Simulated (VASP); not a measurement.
Se: single point with PBEsol

Crystal: Se.

```xyz
1
Lattice="1.9750 1.1403 0.9046 -1.9750 1.1403 0.9046 0.0000 -2.2806 0.9046" Properties=species:S:1:pos:R:3 pbc="T T T"
Se    0.0000    0.0000    0.0000
```

```yaml
Program: VASP 6.6.1
Task: single point
Functional: PBEsol
Potentials_or_basis: VASP PAW PBE potentials, release 64 (Se)
Cutoff: 520 eV
k_mesh: 16 × 16 × 16
Occupations: fermi-dirac, width 0.05 eV
Spin: no spin polarisation
```

* Pressure: 110.6 GPa
* Band gap on the k mesh: zero (band 3 reaches 20.26 eV, above the bottom of band 4 at 6.07 eV)

Stress tensor (GPa, compression positive):
```
111.63   0.00   0.00
  0.00 111.63   0.00
  0.00   0.00 108.64
```

Levels at points of the mesh, in eV from the Fermi level:
```
           k point  band 1  band 2  band 3  band 4  band 5  band 6  band 7  band 8
(0.00, 0.00, 0.00)  -22.44    4.90    6.99    6.99   12.23   12.23   14.43   18.28
(0.50, 0.00, 0.00)  -15.84  -12.24    1.48    4.25    7.80    8.85   22.75   24.39
(0.50, 0.50, 0.00)  -14.03  -11.75   -1.40    4.45    4.91    9.44   19.94   21.38
(0.50, 0.50, 0.50)   -8.28   -6.35   -6.35   -4.52    1.06    1.06   23.91   24.02
```

Wall time 12 s on 1 thread of Intel(R) Xeon(R) 6975P-C (Granite Rapids), on a shared host, peak memory 0.15 GiB.

Caveat: the PAW data sets were made with another functional, which shifts forces and pressure a little.
